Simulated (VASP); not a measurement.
# W (Im-3m) in VASP: notebook

The runs below take W through single point, with PBE.

Program: VASP 6.6.1. These are calculated values, not measurements. Logs are shortened: lines on timing, memory, paths and dates and some standing lists are left out, and cuts for length are marked.

## 1. The cell of the first run

The structure is cubic, space group Im-3m (No. 229). The conventional cell has a = 3.184 Å, b = 3.184 Å, c = 3.184 Å, α = 90.00°, β = 90.00°, γ = 90.00°. W (site symmetry m-3m) has 14 W at 2.76 to 3.18 Å within 3.6 Å.

## 2. Single point, PBE

Input file INCAR:

```
  PREC = Accurate
  ENCUT = 520
  EDIFF = 1E-6
  ISMEAR = -1
  SIGMA = 0.05
  LREAL = False
  LASPH = True
  NELM = 60
  ALGO = Normal
  ISIF = 2
  LWAVE = False
  LCHARG = False
  GGA = PE
  NBANDS = 13
```

Input file KPOINTS:

```
Automatic mesh
0
Gamma
  18 18 18
```

Input file POSCAR:

```
W
1.0
   -1.5918097860      1.5918097860      1.5918097860
    1.5918097860     -1.5918097860      1.5918097860
    1.5918097860      1.5918097860     -1.5918097860
W
1
Direct
    0.0000000000      0.0000000000      0.0000000000
```

Potentials or basis: VASP PAW PBE potentials, release 64 (W_sv).

Started as:

```
> cat potpaw_PBE.64/W_sv/POTCAR > POTCAR
> mpirun -np 1 vasp_std > vasp.out
```

OUTCAR:

```text
PREC = Accurate
   ENCUT = 520
   EDIFF = 1E-6
   ISMEAR = -1
   LREAL = False
   LASPH = True
   NELM = 60
   ISIF = 2
   GGA = PE

 ion  position               nearest neighbor table
   1  0.000  0.000  0.000-

  LATTYP: Found a body centered cubic cell.
 ALAT       =     3.1836195720

  Lattice vectors:

 A1 = (  -1.5918097860,   1.5918097860,   1.5918097860)
 A2 = (   1.5918097860,  -1.5918097860,   1.5918097860)
 A3 = (   1.5918097860,   1.5918097860,  -1.5918097860)

Analysis of symmetry for initial positions (statically):
=====================================================================
 Subroutine PRICEL returns:
 Original cell was already a primitive cell.

 Routine SETGRP: Setting up the symmetry group for a
 body centered cubic supercell.

 Subroutine GETGRP returns: Found 48 space group operations
 (whereof 48 operations were pure point group operations)
 out of a pool of 48 trial point group operations.

The static configuration has the point symmetry O_h .

Analysis of symmetry for dynamics (positions and initial velocities):
=====================================================================
 Subroutine PRICEL returns:
 Original cell was already a primitive cell.

 Routine SETGRP: Setting up the symmetry group for a
 body centered cubic supercell.

 Subroutine GETGRP returns: Found 48 space group operations
 (whereof 48 operations were pure point group operations)
 out of a pool of 48 trial point group operations.

The dynamic configuration has the point symmetry O_h .

 Subroutine INISYM returns: Found 48 space group operations
 (whereof 48 operations are pure point group operations),
 and found     1 'primitive' translations

----------------------------------------------------------------------------------------

                                     Primitive cell

  volume of cell :      16.1337

  direct lattice vectors                    reciprocal lattice vectors
    -1.591809786  1.591809786  1.591809786     0.000000000  0.314107882  0.314107882
     1.591809786 -1.591809786  1.591809786     0.314107882  0.000000000  0.314107882
     1.591809786  1.591809786 -1.591809786     0.314107882  0.314107882  0.000000000

  length of vectors
     2.757095425  2.757095425  2.757095425     0.444215626  0.444215626  0.444215626

  position of ions in fractional coordinates (direct lattice)
     0.000000000  0.000000000  0.000000000

  ion indices of the primitive-cell ions
   primitive index   ion index
                 1           1

----------------------------------------------------------------------------------------

 KPOINTS: Automatic mesh

Automatic generation of k-mesh.
 Grid dimensions read from file:
 generate k-points for:   18   18   18

 Generating k-lattice:

  Cartesian coordinates                     Fractional coordinates (reciprocal lattice)
     0.000000000  0.017450438  0.017450438     0.055555556  0.000000000  0.000000000
     0.017450438  0.000000000  0.017450438     0.000000000  0.055555556  0.000000000
     0.017450438  0.017450438  0.000000000     0.000000000  0.000000000  0.055555556

  Length of vectors
     0.024678646  0.024678646  0.024678646

  Shift w.r.t. Gamma in fractional coordinates (k-lattice)
     0.000000000  0.000000000  0.000000000

 Subroutine IBZKPT returns following result:
 ===========================================

 Found    195 irreducible k-points:

 Following reciprocal coordinates:
            Coordinates               Weight
  0.000000  0.000000  0.000000      1.000000
  0.055556  0.000000  0.000000     12.000000
  0.111111  0.000000  0.000000     12.000000
  0.166667  0.000000  0.000000     12.000000
  0.222222  0.000000  0.000000     12.000000
  0.277778  0.000000  0.000000     12.000000
[... 16 lines left out ...]
  0.333333  0.111111  0.000000     48.000000
  0.388889  0.111111  0.000000     48.000000
 [... further k-points ...]
   k-points           NKPTS =    195   k-points in BZ     NKDIM =    195   number of bands    NBANDS=     13
   number of dos      NEDOS =    301   number of ions     NIONS =      1
   total plane-waves  NPLWV =  13824
   dimension x,y,z NGX =    24 NGY =   24 NGZ =   24
   dimension x,y,z NGXF=    48 NGYF=   48 NGZF=   48
   ions per type =               1
   NGX,Y,Z   is equivalent  to a cutoff of  14.47, 14.47, 14.47 a.u.
   NGXF,Y,Z  is equivalent  to a cutoff of  28.94, 28.94, 28.94 a.u.
 SYSTEM =  unknown system
   PREC   = accura    normal or accurate (medium, high low for compatibility)
   ISTART =      0    job   : 0-new  1-cont  2-samecut
   ICHARG =      2    charge: 1-file 2-atom 10-const
   ISPIN  =      1    spin polarized calculation?
   LNONCOLLINEAR =      F non collinear calculations
   LSORBIT =      F    spin-orbit coupling
   LASPH  =      T    aspherical Exc in radial PAW
   ENCUT  =  520.0 eV  38.22 Ry    6.18 a.u.   5.13  5.13  5.13*2*pi/ulx,y,z
   NELM   =     60;   NELMIN=  2; NELMDL= -5     # of ELM steps
   EDIFF  = 0.1E-05   stopping-criterion for ELM
   LREAL  =      F    real-space projection
   EDIFFG = 0.1E-04   stopping-criterion for IOM
   NSW    =      0    number of steps for IOM
   IBRION =     -1    ionic relax: 0-MD 1-quasi-New 2-CG
   NFREE  =      0    steps in history (QN), initial steepest desc. (CG)
   ISIF   =      2    stress and relaxation
   ISYM   =      2    0-nonsym 1-usesym 2-fastsym
   POTIM  = 0.5000    time-step for ionic-motion
   TEBEG  =    0.0;   TEEND  =   0.0 temperature during run
   PSTRESS=    0.0 pullay stress
   NELECT =      14.0000    total number of electrons
   NUPDOWN=      -1.0000    fix difference up-down
   EMIN   =  10.00;   EMAX   =-10.00  energy-range for DOS
   EFERMI =   0.00;   METHOD = LEGACY
   ISMEAR =    -1;   SIGMA  =   0.05  broadening in eV -4-tet -1-fermi 0-gaus
   EFERMI_NEDOS =   21; number of points for ismear=-14 and -15
   IALGO  =     38    algorithm
   IMIX   =      4    mixing-type and parameters
     AMIX     =   0.40;   BMIX     =  1.00
     AMIX_MAG =   1.60;   BMIX_MAG =  1.00
  volume/ion in A,a.u.               =      16.13       108.88
  Fermi-wavevector in a.u.,A,eV,Ry     =   1.561492  2.950791 33.174491  2.438256
  Thomas-Fermi vector in A             =   2.664549
   LORBIT       =      0    0 simple, 1 ext, 2 COOP (PROOUT), +10 PAW based schemes
   GGA     = PE    functional components
   LHFCALC =     F    Hartree Fock is set to
   AEXX    =    0.0000 exact exchange contribution
   IVDW    =     0    specifies the selected vdW correction
   LEPSILON=     F    determine dielectric tensor
   LRPA    =     F    only Hartree local field effects (RPA)
 non-spin polarized calculation
  energy-cutoff  :      520.00
  volume of cell :       16.13
 maximum number of plane-waves:       466
 NGX is ok and might be reduce to    24
   NGX = 11   NGY = 11   NGZ = 11

 number of electron      14.0000002 magnetization

 Free energy of the ion-electron system (eV)
  ---------------------------------------------------
  ext. energy  EPLUGINS =         0.00000000
  ---------------------------------------------------
  free energy    TOTEN  =       -12.95218358 eV

  energy without entropy =      -12.94683630  energy(sigma->0) =      -12.94950994

 E-fermi :  11.1885     XC(G=0): -13.5406

 val. band max:       11.1843387107   @ k =  -0.2778   0.3333   0.2222
 cond. band min:      11.2006537858   @ k =   0.5000   0.5000   0.2222
 fundamental gap:      0.0163150751
 Fermi energy:        11.1885226314

 k-point     1 :       0.0000    0.0000    0.0000
  band No.  band energies     occupation
      1     -63.0124      2.00000
      2     -26.6001      2.00000
      3     -26.6001      2.00000
      4     -26.6001      2.00000
      5       1.6505      2.00000
      6       9.9923      2.00000
      7       9.9923      2.00000
      8       9.9923      2.00000
      9      13.4117      0.00000
     10      13.4117      0.00000
     11      25.6663      0.00000
     12      25.6663      0.00000
     13      25.6663      0.00000

 k-point     2 :       0.0556    0.0000    0.0000
  band No.  band energies     occupation
      1     -63.0087      2.00000
      2     -26.6397      2.00000
      3     -26.6125      2.00000
      4     -26.6003      2.00000
      5       1.7973      2.00000
      6       9.9030      2.00000
      7       9.9726      2.00000
      8      10.1334      2.00000
      9      13.2681      0.00000
     10      13.4125      0.00000
     11      25.7916      0.00000
     12      25.9161      0.00000
     13      26.0243      0.00000

 k-point     3 :       0.1111    0.0000    0.0000
  band No.  band energies     occupation
      1     -62.9980      2.00000
      2     -26.7524      2.00000
      3     -26.6480      2.00000
      4     -26.6008      2.00000
      5       2.2217      2.00000
      6       9.6563      2.00000
      7       9.8867      2.00000
      8      10.5520      1.99999
      9      12.9596      0.00000
     10      13.4222      0.00000
     11      26.1048      0.00000
     12      26.6431      0.00000
     13      26.9363      0.00000

 k-point     4 :       0.1667    0.0000    0.0000
  band No.  band energies     occupation
      1     -62.9816      2.00000
      2     -26.9220      2.00000
      3     -26.7020      2.00000
      4     -26.6016      2.00000
      5       2.8723      2.00000
      6       9.3041      2.00000
      7       9.6919      2.00000
      8      11.2340      0.57427
      9      12.7312      0.00000
     10      13.4578      0.00000
     11      26.3738      0.00000
     12      27.7895      0.00000
     13      27.8990      0.00000

 k-point     5 :       0.2222    0.0000    0.0000
  band No.  band energies     occupation
      1     -62.9614      2.00000
      2     -27.1250      2.00000
      3     -26.7675      2.00000
      4     -26.6026      2.00000
      5       3.6486      2.00000
      6       8.9074      2.00000
      7       9.4477      2.00000
      8      12.1541      0.00000
      9      12.7245      0.00000
     10      13.5372      0.00000
     11      26.1851      0.00000
     12      27.9672      0.00000
     13      29.2834      0.00000
[... 257 lines left out ...]
 k-point    22 :       0.2778    0.1111    0.0000
  band No.  band energies     occupation
      1     -62.9142      2.00000
      2     -27.5266      2.00000
      3     -26.9244      2.00000
      4     -26.6565      2.00000
      5       5.2659      2.00000
      6       8.2207      2.00000
      7       9.2293      2.00000
      8      12.8221      0.00000
      9      14.1129      0.00000
     10      15.1777      0.00000
     11      24.2593      0.00000
     12      25.6870      0.00000
     13      30.0259      0.00000

 k-point    23 :       0.3333    0.1111    0.0000
  band No.  band energies     occupation
      1     -62.8985      2.00000
      2     -27.6565      2.00000
      3     -26.9876      2.00000
      4     -26.6587      2.00000
      5       5.4482      2.00000
      6       7.9942      2.00000
      7       9.8642      2.00000
      8      13.0963      0.00000
      9      14.2505      0.00000
     10      16.4455      0.00000
     11      22.9953      0.00000
     12      24.4151      0.00000
     13      28.7500      0.00000

 k-point    24 :       0.3889    0.1111    0.0000
  band No.  band energies     occupation
      1     -62.8883      2.00000
      2     -27.7399      2.00000
      3     -27.0290      2.00000
      4     -26.6601      2.00000
      5       5.4557      2.00000
      6       7.8552      2.00000
      7      10.5764      1.99999
      8      13.1776      0.00000
      9      14.4720      0.00000
     10      17.4652      0.00000
     11      21.8650      0.00000
     12      23.6664      0.00000
     13      27.7481      0.00000

 [... further k-points ...]

------------------------ aborting loop because EDIFF is reached ----------------------------------------

  FORCE on cell =-STRESS in cart. coord.  units (eV):
  Direction    XX          YY          ZZ          XY          YZ          ZX
  --------------------------------------------------------------------------------------
  -------------------------------------------------------------------------------------
  Total        0.0484705      0.0484705      0.0484705      0.0000000     -0.0000000      0.0000000
  in kB        4.8134268      4.8134268      4.8134268      0.0000000     -0.0000000      0.0000000
  external PRESSURE =       4.8134268 kB  Pullay stress =       0.0000000 kB

 VOLUME and BASIS-vectors are now :
 -----------------------------------------------------------------------------
  energy-cutoff  :      520.00
  volume of cell :       16.13
      direct lattice vectors                 reciprocal lattice vectors
    -1.591809786  1.591809786  1.591809786     0.000000000  0.314107882  0.314107882
     1.591809786 -1.591809786  1.591809786     0.314107882  0.000000000  0.314107882
     1.591809786  1.591809786 -1.591809786     0.314107882  0.314107882  0.000000000

 POSITION                                       TOTAL-FORCE (eV/Angst)
 -----------------------------------------------------------------------------------
      0.00000      0.00000      0.00000         0.000000     -0.000000      0.000000
 -----------------------------------------------------------------------------------
    total drift:                                0.000000      0.000000     -0.000000

  FREE ENERGIE OF THE ION-ELECTRON SYSTEM (eV)
  ---------------------------------------------------
  free  energy   TOTEN  =       -12.9521835751 eV

  energy  without entropy=      -12.9468363003  energy(sigma->0) =      -12.94950994
```

It took 43 s on 1 thread of Intel Xeon 8259CL, shared host; peak memory 0.17 GiB.

Results:

```yaml
Free_energy: -12.9522 eV
Pressure: 0.5 GPa
Band_gap_on_the_k_mesh: zero (bands 7 and 8 overlap by 6.24 eV)
```

Levels at points of the mesh, in eV from the Fermi level:
```tsv
k point	band 5	band 6	band 7	band 8	band 9	band 10
(0.00, 0.00, 0.00)	-9.54	-1.20	-1.20	-1.20	2.22	2.22
(0.50, 0.00, 0.00)	-6.16	-3.48	0.62	2.11	3.06	6.00
(0.50, 0.50, 0.50)	-5.69	-5.69	5.04	5.04	5.04	8.11
```

Caveat: spin-orbit coupling is left out, which moves the levels of the heavy elements.

(Continued in part 2 of 2.)
